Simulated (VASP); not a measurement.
Here is a VASP 6.6.1 calculation.

Contents of INCAR:

```
  ALGO = Normal
  EDIFF = 1E-7
  ENCUT = 520
  GGA = PE
  ISIF = 2
  ISMEAR = 0
  LASPH = True
  LCHARG = False
  LREAL = False
  LWAVE = False
  NBANDS = 52
  NELM = 80
  PREC = Accurate
  SIGMA = 0.2
```

The input KPOINTS:

```
k-points
0
Gamma
  6 6 2
```

POSCAR

```
Mo6H
1.0
    3.1808378261      0.0000000000      0.0000000000
    0.0000000000      3.1808378261      0.0000000000
    0.0000000000      0.0000000000      9.6811275061
H Mo
1 6
Direct
    0.0000000000      0.0000000000      1.0000000000
    0.5000000000      0.0000000000      0.5788700368
    0.0000000000      0.5000000000      0.4211299632
    0.0000000000      0.5000000000      0.0993383353
    0.5000000000      0.0000000000      0.9006616647
    0.0000000000      0.5000000000      0.7446477483
    0.5000000000      0.0000000000      0.2553522517
```

Potentials or basis: VASP PAW PBE potentials, release 64 (H, Mo_sv).

Run with:

```bash
$ cat potpaw_PBE.64/H/POTCAR potpaw_PBE.64/Mo_sv/POTCAR > POTCAR
$ mpirun -np 1 vasp_std > vasp.out
```

**Question.** What does it give for the pressure?

**Answer.** 0.5 GPa.

**Question.** Estimate the largest force.

**Answer.** 0.143 eV/Å.

Forces on the atoms (eV/Å):
```
H    0.000  0.000  0.000
Mo   0.000  0.000 -0.056
Mo   0.000  0.000  0.056
Mo   0.000  0.000 -0.143
Mo   0.000  0.000  0.143
Mo   0.000  0.000 -0.019
Mo   0.000  0.000  0.019
```
